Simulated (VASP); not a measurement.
# TiCo2 (Fd-3m) in VASP: further runs

The runs below take TiCo2 through single point, relaxation of cell and atoms, with LDA.

Program: VASP 6.6.1. These are calculated values, not measurements. Logs are shortened: lines on timing, memory, paths and dates and some standing lists are left out, and cuts for length are marked.

**1. The cell of the first run**

Symmetry: Fd-3m, No. 227, cubic system. The conventional cell has a = 6.489 Å, b = 6.489 Å, c = 6.489 Å, α = 90.00°, β = 90.00°, γ = 90.00°. Ti (site symmetry -43m) has 12 Co at 2.69 Å and 4 Ti at 2.81 Å within 3.5 Å. Within 3.0 Å of Co (site symmetry -3m) lie 6 Co at 2.29 Å and 6 Ti at 2.69 Å.

**2. Single point, LDA, collinear spin, ferrimagnetic start**

File INCAR:

```
SYSTEM = TiCo2
PREC = Accurate ; ENCUT = 520
EDIFF = 1E-6 ; ISMEAR = 0
SIGMA = 0.1 ; LREAL = .FALSE.
LASPH = .TRUE. ; NELM = 150
ALGO = Fast ; ISIF = 2
LWAVE = .FALSE. ; LCHARG = .FALSE.
ISPIN = 2 ; MAGMOM = -0.03 -0.03 0.12 0.12 0.12 0.12
LORBIT = 11 ; LMAXMIX = 4
NBANDS = 43
```

File KPOINTS:

```
regular mesh
0
G
  6 6 6
  0 0 0
```

File POSCAR:

```
TiCo2
1.0
    0.0000000000      3.2442710890      3.2442710890
    3.2442710890      0.0000000000      3.2442710890
    3.2442710890      3.2442710890      0.0000000000
Ti Co
2 4
Direct
    0.5000000000      0.5000000000      0.5000000000
    0.7500000000      0.7500000000      0.7500000000
    0.1250000000      0.1250000000      0.1250000000
    0.6250000000      0.1250000000      0.1250000000
    0.1250000000      0.1250000000      0.6250000000
    0.1250000000      0.6250000000      0.1250000000
```

Potentials or basis: VASP PAW LDA potentials, release 64 (Ti_sv, Co).

Command:

```bash
$ cat potpaw_LDA.64/Ti_sv/POTCAR potpaw_LDA.64/Co/POTCAR > POTCAR
$ mpirun -np 1 vasp_std > vasp.out
```

OUTCAR:

```text
SYSTEM = TiCo2
   PREC = Accurate
   ENCUT = 520
   EDIFF = 1E-6
   ISMEAR = 0
   LREAL = .FALSE.
   LASPH = .TRUE.
   NELM = 150
   ISIF = 2
   ISPIN = 2
   LORBIT = 11

 ion  position               nearest neighbor table
   1  0.500  0.500  0.500-   3 2.69   5 2.69   6 2.69   3 2.69   4 2.69   5 2.69   3 2.69   4 2.69
                             6 2.69   4 2.69   5 2.69   6 2.69   2 2.81   2 2.81   2 2.81   2 2.81
   2  0.750  0.750  0.750-   4 2.69   5 2.69   6 2.69   3 2.69   4 2.69   6 2.69   3 2.69   4 2.69
                             5 2.69   3 2.69   5 2.69   6 2.69   1 2.81   1 2.81   1 2.81   1 2.81
   3  0.125  0.125  0.125-   4 2.29   5 2.29   6 2.29   5 2.29   6 2.29   4 2.29   1 2.69   2 2.69
                             1 2.69   2 2.69   1 2.69   2 2.69
   4  0.625  0.125  0.125-   3 2.29   5 2.29   6 2.29   3 2.29   5 2.29   6 2.29   2 2.69   1 2.69
                             1 2.69   2 2.69   2 2.69   1 2.69
   5  0.125  0.125  0.625-   3 2.29   3 2.29   4 2.29   6 2.29   6 2.29   4 2.29   1 2.69   2 2.69
                             1 2.69   2 2.69   1 2.69   2 2.69
   6  0.125  0.625  0.125-   3 2.29   5 2.29   3 2.29   4 2.29   5 2.29   4 2.29   2 2.69   1 2.69
                             2 2.69   2 2.69   1 2.69   1 2.69

  LATTYP: Found a face centered cubic cell.
 ALAT       =     6.4885421780

  Lattice vectors:

 A1 = (   0.0000000000,   3.2442710890,   3.2442710890)
 A2 = (   3.2442710890,   0.0000000000,   3.2442710890)
 A3 = (   3.2442710890,   3.2442710890,   0.0000000000)

Analysis of symmetry for initial positions (statically):
=====================================================================
 Subroutine PRICEL returns:
 Original cell was already a primitive cell.

 Routine SETGRP: Setting up the symmetry group for a
 face centered cubic supercell.

 Subroutine GETGRP returns: Found 48 space group operations
 (whereof 24 operations were pure point group operations)
 out of a pool of 48 trial point group operations.

The static configuration has the point symmetry T_d .
 The point group associated with its full space group is O_h .

Analysis of symmetry for dynamics (positions and initial velocities):
=====================================================================
 Subroutine PRICEL returns:
 Original cell was already a primitive cell.

 Routine SETGRP: Setting up the symmetry group for a
 face centered cubic supercell.

 Subroutine GETGRP returns: Found 48 space group operations
 (whereof 24 operations were pure point group operations)
 out of a pool of 48 trial point group operations.

The dynamic configuration has the point symmetry T_d .
 The point group associated with its full space group is O_h .

Analysis of structural, dynamic, and magnetic symmetry:
=====================================================================
 Subroutine PRICEL returns:
 Original cell was already a primitive cell.

 Routine SETGRP: Setting up the symmetry group for a
 face centered cubic supercell.

 Subroutine GETGRP returns: Found 48 space group operations
 (whereof 24 operations were pure point group operations)
 out of a pool of 48 trial point group operations.

The overall configuration has the point symmetry T_d .
 The point group associated with its full space group is O_h .

 Subroutine INISYM returns: Found 48 space group operations
 (whereof 24 operations are pure point group operations),
 and found     1 'primitive' translations

----------------------------------------------------------------------------------------

                                     Primitive cell

  volume of cell :      68.2938

  direct lattice vectors                    reciprocal lattice vectors
     0.000000000  3.244271089  3.244271089    -0.154117824  0.154117824  0.154117824
     3.244271089  0.000000000  3.244271089     0.154117824 -0.154117824  0.154117824
     3.244271089  3.244271089  0.000000000     0.154117824  0.154117824 -0.154117824

  length of vectors
     4.588092174  4.588092174  4.588092174     0.266939901  0.266939901  0.266939901
[... 51 lines left out ...]
  0.333333  0.166667  0.000000     24.000000
[... 8 lines left out ...]
 -0.333333  0.333333  0.166667     24.000000
 -0.333333  0.500000  0.166667     12.000000
   k-points           NKPTS =     16   k-points in BZ     NKDIM =     16   number of bands    NBANDS=     43
   number of dos      NEDOS =    301   number of ions     NIONS =      6
   total plane-waves  NPLWV =  46656
   dimension x,y,z NGX =    36 NGY =   36 NGZ =   36
   dimension x,y,z NGXF=    72 NGYF=   72 NGZF=   72
   ions per type =               2   4
   NGX,Y,Z   is equivalent  to a cutoff of  13.04, 13.04, 13.04 a.u.
   NGXF,Y,Z  is equivalent  to a cutoff of  26.09, 26.09, 26.09 a.u.
 SYSTEM =  TiCo2
   PREC   = accura    normal or accurate (medium, high low for compatibility)
   ISTART =      0    job   : 0-new  1-cont  2-samecut
   ICHARG =      2    charge: 1-file 2-atom 10-const
   ISPIN  =      2    spin polarized calculation?
   LNONCOLLINEAR =      F non collinear calculations
   LSORBIT =      F    spin-orbit coupling
   LASPH  =      T    aspherical Exc in radial PAW
   ENCUT  =  520.0 eV  38.22 Ry    6.18 a.u.   8.53  8.53  8.53*2*pi/ulx,y,z
   NELM   =    150;   NELMIN=  2; NELMDL= -5     # of ELM steps
   EDIFF  = 0.1E-05   stopping-criterion for ELM
   LREAL  =      F    real-space projection
   EDIFFG = 0.1E-04   stopping-criterion for IOM
   NSW    =      0    number of steps for IOM
   IBRION =     -1    ionic relax: 0-MD 1-quasi-New 2-CG
   NFREE  =      0    steps in history (QN), initial steepest desc. (CG)
   ISIF   =      2    stress and relaxation
   ISYM   =      2    0-nonsym 1-usesym 2-fastsym
   POTIM  = 0.5000    time-step for ionic-motion
   TEBEG  =    0.0;   TEEND  =   0.0 temperature during run
   PSTRESS=    0.0 pullay stress
   NELECT =      60.0000    total number of electrons
   NUPDOWN=      -1.0000    fix difference up-down
   EMIN   =  10.00;   EMAX   =-10.00  energy-range for DOS
   EFERMI =   0.00;   METHOD = LEGACY
   ISMEAR =     0;   SIGMA  =   0.10  broadening in eV -4-tet -1-fermi 0-gaus
   EFERMI_NEDOS =   21; number of points for ismear=-14 and -15
   IALGO  =     68    algorithm
   IMIX   =      4    mixing-type and parameters
     AMIX     =   0.40;   BMIX     =  1.00
     AMIX_MAG =   1.60;   BMIX_MAG =  1.00
  volume/ion in A,a.u.               =      11.38        76.81
  Fermi-wavevector in a.u.,A,eV,Ry     =   1.567947  2.962991 33.449359  2.458459
  Thomas-Fermi vector in A             =   2.670051
   LORBIT       =     11    0 simple, 1 ext, 2 COOP (PROOUT), +10 PAW based schemes
   GGA     = CA    functional components
   LHFCALC =     F    Hartree Fock is set to
   AEXX    =    0.0000 exact exchange contribution
   IVDW    =     0    specifies the selected vdW correction
   LEPSILON=     F    determine dielectric tensor
   LRPA    =     F    only Hartree local field effects (RPA)
 spin polarized calculation
 RMM-DIIS sequential band-by-band and
 Gauss-broadening in eV      SIGMA  =   0.10
  energy-cutoff  :      520.00
  volume of cell :       68.29
 maximum number of plane-waves:      1868
 NGX is ok and might be reduce to    36
   NGX = 17   NGY = 17   NGZ = 17

 number of electron      60.0000017 magnetization       0.0000335

 number of electron      60.0000017 magnetization      -0.0000011

 Free energy of the ion-electron system (eV)
  ---------------------------------------------------
  ext. energy  EPLUGINS =         0.00000000
  ---------------------------------------------------
  free energy    TOTEN  =       -52.11214433 eV

  energy without entropy =      -52.06653006  energy(sigma->0) =      -52.08933720

 E-fermi :  10.9444     XC(G=0): -13.6431

 val. band max:       10.9380833003   @ k =  -0.3333   0.1667   0.0000
 cond. band min:      10.9457568813   @ k =  -0.3333   0.3333   0.1667
 fundamental gap:      0.0076735810
 Fermi energy:        10.9443894430

 spin component 1

 k-point     1 :       0.0000    0.0000    0.0000
  band No.  band energies     occupation
      1     -45.3954      1.00000
      2     -45.2675      1.00000
      3     -22.1130      1.00000
      4     -22.1130      1.00000
      5     -22.1130      1.00000
      6     -21.8551      1.00000
[... 709 lines left out ...]
     41      13.5578      0.00000
     42      13.5579      0.00000
 Fermi energy:        10.9443894430

 spin component 2

 k-point     1 :       0.0000    0.0000    0.0000
  band No.  band energies     occupation
      1     -45.3955      1.00000
      2     -45.2675      1.00000
      3     -22.1130      1.00000
      4     -22.1130      1.00000
      5     -22.1130      1.00000
      6     -21.8551      1.00000
[... 709 lines left out ...]
     41      13.5578      0.00000
     42      13.5579      0.00000
 [bands above 42 left out]

------------------------ aborting loop because EDIFF is reached ----------------------------------------

  FORCE on cell =-STRESS in cart. coord.  units (eV):
  Direction    XX          YY          ZZ          XY          YZ          ZX
  --------------------------------------------------------------------------------------
  -------------------------------------------------------------------------------------
  Total       -0.2747806     -0.2747806     -0.2747806     -0.0000000     -0.0000000      0.0000000
  in kB       -6.4463713     -6.4463713     -6.4463713     -0.0000000     -0.0000000      0.0000000
  external PRESSURE =      -6.4463713 kB  Pullay stress =       0.0000000 kB

 VOLUME and BASIS-vectors are now :
 -----------------------------------------------------------------------------
  energy-cutoff  :      520.00
  volume of cell :       68.29
      direct lattice vectors                 reciprocal lattice vectors
     0.000000000  3.244271089  3.244271089    -0.154117824  0.154117824  0.154117824
     3.244271089  0.000000000  3.244271089     0.154117824 -0.154117824  0.154117824
     3.244271089  3.244271089  0.000000000     0.154117824  0.154117824 -0.154117824

 POSITION                                       TOTAL-FORCE (eV/Angst)
 -----------------------------------------------------------------------------------
      3.24427      3.24427      3.24427        -0.000000     -0.000000     -0.000000
      4.86641      4.86641      4.86641         0.000000      0.000000      0.000000
      0.81107      0.81107      0.81107        -0.000000      0.000000     -0.000000
      0.81107      2.43320      2.43320         0.000000      0.000000     -0.000000
      2.43320      2.43320      0.81107         0.000000      0.000000     -0.000000
      2.43320      0.81107      2.43320         0.000000      0.000000     -0.000000
 -----------------------------------------------------------------------------------
    total drift:                                0.000000      0.000000      0.000000

  FREE ENERGIE OF THE ION-ELECTRON SYSTEM (eV)
  ---------------------------------------------------
  free  energy   TOTEN  =       -52.1121443310 eV

  energy  without entropy=      -52.0665300649  energy(sigma->0) =      -52.08933720

 total charge

# of ion       s       p       d       tot
------------------------------------------
    1        2.236   6.174   1.912  10.323
    2        2.236   6.174   1.912  10.323
    3        0.582   0.630   7.394   8.606
    4        0.582   0.630   7.394   8.606
    5        0.582   0.630   7.394   8.606
    6        0.582   0.630   7.394   8.606
--------------------------------------------------
tot          6.801  14.866  33.402  55.068

 magnetization (x)

# of ion       s       p       d       tot
------------------------------------------
    1       -0.000  -0.000  -0.000  -0.000
    2       -0.000  -0.000  -0.000  -0.000
    3        0.000  -0.000   0.000   0.000
    4        0.000  -0.000   0.000   0.000
    5        0.000  -0.000   0.000   0.000
    6        0.000  -0.000   0.000   0.000
--------------------------------------------------
tot          0.000  -0.000   0.000   0.000
```

Run time: 1.7 min. Hardware: 1 thread of Intel Xeon 6975P-C (Granite Rapids), shared host; peak memory 0.23 GiB.

What came out:

```yaml
Free_energy: -52.1121 eV
Pressure: -0.6 GPa
Band_gap_on_the_k_mesh: zero (filled and empty bands overlap)
Net_moment: 0.00 μB per cell
Valence_electrons_inside_the_program's_atomic_spheres: Ti 10.32; Co 8.61
```

[end of part 1 of 3]
